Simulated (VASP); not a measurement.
# Mo: single point with PBEsol

The system is Mo, a slab with vacuum.

```xyz
8
Lattice="3.1293 0.0000 0.0000 0.0000 3.1293 0.0000 0.0000 0.0000 25.9526" Properties=species:S:1:pos:R:3 pbc="T T T"
Mo    1.5647    1.5647    7.5000
Mo    0.0000    0.0000    9.0647
Mo    1.5647    1.5647   10.6293
Mo    0.0000    0.0000   12.1940
Mo    1.5647    1.5647   13.7586
Mo    0.0000    0.0000   15.3233
Mo    1.5647    1.5647   16.8879
Mo    0.0000    0.0000   18.4526
```

| Property | Result |
| --- | --- |
| Program | VASP 6.6.1 |
| Task | single point |
| Functional | PBEsol |
| Potentials or basis | VASP PAW PBE potentials, release 64 (Mo_sv) |
| Cutoff | 520 eV |
| k mesh | 11 × 11 × 1 |
| Occupations | gaussian, width 0.1 eV |
| Spin | no spin polarisation |
| Dipole correction | yes |
| Further INCAR settings | ALGO = Fast; EDIFF = 1e-07; NBANDS = 66 |

| Property | Result |
| --- | --- |
| Largest force | 1.664 eV/Å |
| Band gap on the k mesh | zero (bands 56 and 57 overlap by 1.81 eV) |

Forces in eV/Å, atoms in the order of the input:
```
Mo   0.000  0.000  1.664
Mo   0.000  0.000 -1.577
Mo   0.000  0.000 -0.003
Mo   0.000  0.000 -0.209
Mo   0.000  0.000  0.209
Mo   0.000  0.000  0.003
Mo   0.000  0.000  1.577
Mo   0.000  0.000 -1.664
```

Levels at points of the mesh, in eV from the Fermi level:
| k point | band 52 | band 53 | band 54 | band 55 | band 56 | band 57 | band 58 | band 59 | band 60 | band 61 |
| --- | --- | --- | --- | --- | --- | --- | --- | --- | --- | --- |
| (0.00, 0.00, 0.00) | -0.95 | -0.72 | -0.53 | -0.46 | -0.46 | -0.06 | -0.04 | -0.02 | 0.27 | 0.27 |

Wall time 12 min on 1 thread of AMD EPYC 9R14 (Zen 4), on a shared host, peak memory 0.44 GiB.

Caveat: the PAW data sets were made with another functional, which shifts forces and pressure a little.
